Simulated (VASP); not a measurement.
A run of VASP 6.6.1 is set up as follows.

POSCAR

```
Si
1.0
    3.8321296575      0.0000000000      0.0000000000
   -1.9160648287      3.3187216340      0.0000000000
    0.0000000000      0.0000000000      6.3412164314
Si
4
Direct
    0.3333333333      0.6666666667      0.0005609359
    0.6666666667      0.3333333333      0.5005609359
    0.3333333333      0.6666666667      0.3744390641
    0.6666666667      0.3333333333      0.8744390641
```

Contents of INCAR.step1:

```
PREC     = Accurate       # precision mode
ENCUT    = 520            # plane-wave cutoff, eV
EDIFF    = 1E-5           # SCF threshold, eV
ISMEAR   = 0              # smearing method
SIGMA    = 0.01           # smearing width, eV
LREAL    = False          # projectors in reciprocal space
LASPH    = True           # aspherical terms in the spheres
NELM     = 60             # most SCF steps
ALGO     = Normal         # electronic algorithm
ISIF     = 2              # what is computed and relaxed
LWAVE    = True           # write WAVECAR
LCHARG   = False          # write CHGCAR
GGA      = PE             # functional
NBANDS   = 16             # bands
```

INCAR.step2

```
PREC     = Accurate       # precision mode
ENCUT    = 520            # plane-wave cutoff, eV
EDIFF    = 1E-6           # SCF threshold, eV
ISMEAR   = 0              # smearing method
SIGMA    = 0.01           # smearing width, eV
LREAL    = False          # projectors in reciprocal space
LASPH    = True           # aspherical terms in the spheres
NELM     = 60             # most SCF steps
ALGO     = Normal         # electronic algorithm
ISIF     = 2              # what is computed and relaxed
LWAVE    = False          # write WAVECAR
LCHARG   = False          # write CHGCAR
GGA      = PE             # functional
LHFCALC  = True           # exact exchange
HFSCREEN = 0.2079         # screening, 1/A
PRECFOCK = Normal       
ISTART   = 1            
NBANDS   = 16             # bands
```

KPOINTS

```
regular mesh
0
Gamma
  6 6 4
```

Potentials or basis: VASP PAW PBE potentials, release 64 (Si).

Launch:

```console
$ cat potpaw_PBE.64/Si/POTCAR > POTCAR
$ cp INCAR.step1 INCAR
$ mpirun -np 1 vasp_std > vasp.out
$ cp INCAR.step2 INCAR
$ mpirun -np 1 vasp_std > vasp.out
```

(1) Estimate the pressure.

(2) What does it give for the band gap on the k mesh?

(3) Estimate the largest force.

Results:

(1) -0.5 GPa.

(2) 0.98 eV (least direct gap 1.71 eV).

(3) 0.020 eV/Å.

Caveat: the PAW data sets were made with another functional, which shifts forces and pressure a little.
